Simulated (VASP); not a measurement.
# Cr: single point with RPBE

The system is Cr.

```
Cr
1.0
     1.14705   -2.46703    0.00000
     1.14705    2.46703    0.00000
     0.00000    0.00000    4.06431
Cr
2
Cartesian
  1.1471 -1.8282 1.0161
  1.1471 1.8282 3.0482
```

```json
{
  "Program": "VASP 6.6.1",
  "Task": "single point",
  "Functional": "RPBE",
  "Potentials or basis": "VASP PAW PBE potentials, release 64 (Cr_pv)",
  "Cutoff": "520 eV",
  "k mesh": "13 × 13 × 7",
  "Occupations": "gaussian, width 0.02 eV",
  "Spin": "collinear spin, ferromagnetic start",
  "Starting moments": "[3.0, 3.0] μB",
  "Dipole correction": "no",
  "Further INCAR settings": "ALGO = Normal; EDIFF = 1e-06; NBANDS = 23"
}
```

```
Pressure                                              : 12.4 GPa
Largest force                                         : 0.204 eV/Å
Band gap on the k mesh                                : zero (filled and empty bands overlap)
Net moment                                            : 0.00 μB per cell
Valence electrons inside the program's atomic spheres : Cr 11.12
```

Forces in eV/Å, atoms in the order of the input:
```
Cr   0.000  0.204  0.000
Cr   0.000 -0.204  0.000
```

Stress tensor (GPa, compression positive):
```
13.08  0.00  0.00
 0.00  9.12  0.00
 0.00  0.00 14.95
```

Levels at points of the mesh, in eV from the Fermi level:
Spin up:
```
           k point  band 10  band 11  band 12  band 13  band 14  band 15
(0.00, 0.00, 0.00)    -1.94    -0.87     0.19     0.99     1.03     1.07
```
Spin down:
```
           k point  band 8  band 9  band 10  band 11  band 12  band 13  band 14  band 15  band 16  band 17
(0.00, 0.00, 0.00)   -4.33   -2.16    -1.94    -0.87     0.19     0.99     1.03     1.07     1.72     1.87
```

It took 4.6 min on 1 thread of Oxide Virtual Turin-like Processor (shared host), peak memory 0.22 GiB.

Caveat: the stress differs along the axes, from 9 to 15 GPa; an empty level that is flat over the whole mesh can mark a ghost state of the potentials, or a narrow d or f band; the moments typed at the start vanished in this run; the PAW data sets were made with another functional, which shifts forces and pressure a little.
